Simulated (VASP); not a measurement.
A run of VASP 6.6.1 is set up as follows.

The input INCAR:

```
ALGO     = Normal         # electronic algorithm
EDIFF    = 1E-6           # SCF threshold, eV
ENCUT    = 520            # plane-wave cutoff, eV
GGA      = PE             # functional
ISIF     = 2              # what is computed and relaxed
ISMEAR   = 0              # smearing method
LASPH    = T              # aspherical terms in the spheres
LCHARG   = F              # write CHGCAR
LREAL    = F              # projectors in reciprocal space
LWAVE    = F              # write WAVECAR
NBANDS   = 26             # bands
NELM     = 60             # most SCF steps
PREC     = Accurate       # precision mode
SIGMA    = 0.05           # smearing width, eV
```

The input KPOINTS:

```
k-points
0
Gamma
  12 12 6
```

The input POSCAR:

```
ZnO
1.0
    3.5327076967      0.0000000000      0.0000000000
   -1.7663538483      3.0594146095      0.0000000000
    0.0000000000      0.0000000000      4.5614815618
Zn O
2 2
Direct
    0.3333333333      0.6666666667      0.0015026883
    0.6666666667      0.3333333333      0.5015026883
    0.3333333333      0.6666666667      0.3805973117
    0.6666666667      0.3333333333      0.8805973117
```

Potentials or basis: VASP PAW PBE potentials, release 64 (Zn, O).

Command:

```console
$ cat potpaw_PBE.64/Zn/POTCAR potpaw_PBE.64/O/POTCAR > POTCAR
$ mpirun -np 1 vasp_std > vasp.out
```

Q: What does it give for the band gap on the k mesh?

A: 0.78 eV, direct.

Q: What does it give for the largest force?

A: 4.025 eV/Å.

Stress tensor (GPa, compression positive):
```
-7.91  0.00  0.00
 0.00 -7.91  0.00
 0.00  0.00 51.61
```

Caveat: forces of over 1 eV/Å act on the atoms, so gaps and moduli don't describe the material at rest. A k mesh can miss the band edges.
